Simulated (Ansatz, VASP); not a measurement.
## Two plane-wave programs on YN

INCAR

```
ALGO = Normal
EDIFF = 1E-6
ENCUT = 600
GGA = PS
GGA_COMPAT = F
ISIF = 2
ISMEAR = 0
LASPH = T
LCHARG = F
LREAL = F
LWAVE = F
NBANDS = 24
NELM = 120
PREC = Accurate
SIGMA = 0.1
```

The input KPOINTS:

```
k-points
0
Gamma
  6 6 4
```

Contents of POSCAR:

```
YN
1.0
    3.4340438525      0.0000000000      0.0000000000
    0.0000000000      3.4340438525      0.0000000000
    0.0000000000      0.0000000000      4.8564713485
Y N
2 2
Direct
    0.0000000000      0.0000000000      0.0000000000
    0.5000000000      0.5000000000      0.5000000000
    0.5000000000      0.5000000000      0.0000000000
    0.0000000000      0.0000000000      0.5000000000
```

Input for Ansatz:

```yaml
crystal:
  lattice:
    - [3.4340438525, 0.0, 0.0]
    - [0.0, 3.4340438525, 0.0]
    - [0.0, 0.0, 4.8564713485]
  atoms:
    - { symbol: "Y", position: [0.0, 0.0, 0.0] }
    - { symbol: "N", position: [0.5, 0.5, 0.0] }
    - { symbol: "Y", position: [0.5, 0.5, 0.5] }
    - { symbol: "N", position: [0.0, 0.0, 0.5] }
basis:
  ecutwfc: 420
kpoints:
  mp_grid: { grid: [6, 6, 4] }
hamiltonian:
  xc: pbesol
  pseudopotentials: { kind: paw, azcp: { folder: soft_1 } }
scf:
  occupations: { method: gaussian, width: 0.1 }
output:
  forces: true
  stress: true
  eigenvalues: true
```

Alike in both runs: task single point; functional PBEsol; k mesh 6 × 6 × 4; occupations gaussian, width 0.1 eV; no spin polarisation.

|  | VASP | Ansatz |
| --- | --- | --- |
| version | VASP 6.6.1 | Ansatz 0.2.0 |
| potentials or method | VASP PAW PBE potentials, release 64 (Y_sv, N), cutoff 600 eV | scalar-relativistic, plane waves, PAW |
| valence electrons in the cell | 32 | 32 |

```tsv
	VASP	Ansatz	Ansatz less VASP
gap on the k mesh at the Fermi level (eV)	0.07	0.07	+0.001
least direct gap on the mesh (eV)	0.07	0.07	+0.001
```

VASP's potentials were made for PBE, not for PBEsol, and Ansatz warns of the same on its side.
